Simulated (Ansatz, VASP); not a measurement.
Pd: VASP beside Ansatz

INCAR

```
PREC     = Accurate       # precision mode
ENCUT    = 520            # plane-wave cutoff, eV
EDIFF    = 1E-6           # SCF threshold, eV
ISMEAR   = 0              # smearing method
SIGMA    = 0.15           # smearing width, eV
LREAL    = False          # projectors in reciprocal space
LASPH    = True           # aspherical terms in the spheres
NELM     = 60             # most SCF steps
ALGO     = Fast           # electronic algorithm
ISIF     = 2              # what is computed and relaxed
LWAVE    = False          # write WAVECAR
LCHARG   = False          # write CHGCAR
GGA      = PE             # functional
NBANDS   = 28             # bands
```

File KPOINTS:

```
Automatic mesh
0
Gamma
  18 18 6
```

The input POSCAR:

```
Pd
1.0
    2.9464943540      0.0000000000      0.0000000000
   -1.4732471770      2.5517389627      0.0000000000
    0.0000000000      0.0000000000      9.1786947690
Pd
4
Direct
    0.0000000000      0.0000000000      0.0000000000
    0.3333333333      0.6666666667      0.2500000000
    0.0000000000      0.0000000000      0.5000000000
    0.6666666667      0.3333333333      0.7500000000
```

Input for Ansatz:

```yaml
crystal:
  lattice:
    - [2.946494354, 0.0, 0.0]
    - [-1.473247177, 2.5517389627, 0.0]
    - [0.0, 0.0, 9.178694769]
  atoms:
    - { symbol: Pd, position: [0.0, 0.0, 0.0] }
    - { symbol: Pd, position: [0.3333333333, 0.6666666667, 0.25] }
    - { symbol: Pd, position: [0.0, 0.0, 0.5] }
    - { symbol: Pd, position: [0.6666666667, 0.3333333333, 0.75] }
basis:
  ecutwfc: 420
kpoints:
  mp_grid: { grid: [18, 18, 6] }
hamiltonian:
  xc: pbe
scf:
  occupations: { method: gaussian, width: 0.15 }
output:
  forces: true
  stress: true
  eigenvalues: true
```

Change from the starting cell: strain +0.0600 x Voigt [1, 1, 0, 0, 0, 0], atoms carried along.

Alike in both runs: task single point; functional PBE; k mesh 18 × 18 × 6; occupations gaussian, width 0.15 eV; no spin polarisation.

|  | VASP | Ansatz |
| --- | --- | --- |
| version | VASP 6.6.1 | Ansatz 0.2.0 |
| potentials or method | VASP PAW PBE potentials, release 64 (Pd), cutoff 520 eV | scalar-relativistic, plane waves, PAW |
| valence electrons in the cell | 40 | 72 |

|  | VASP | Ansatz | Ansatz less VASP |
| --- | --- | --- | --- |
| gap on the k mesh at the Fermi level (eV) | none | none | - |
| pressure (GPa) | -13.8 | -13.6 | +0.18 |
| traceless stress, the component that is largest in VASP (GPa) | 2.62 | 2.62 | +0.005 |

A gap of «none» marks a metal or a gap that the smearing closes. VASP's potentials hold 40 valence electrons a cell and Ansatz's 72, so a difference there can come from the potentials and not from the codes.
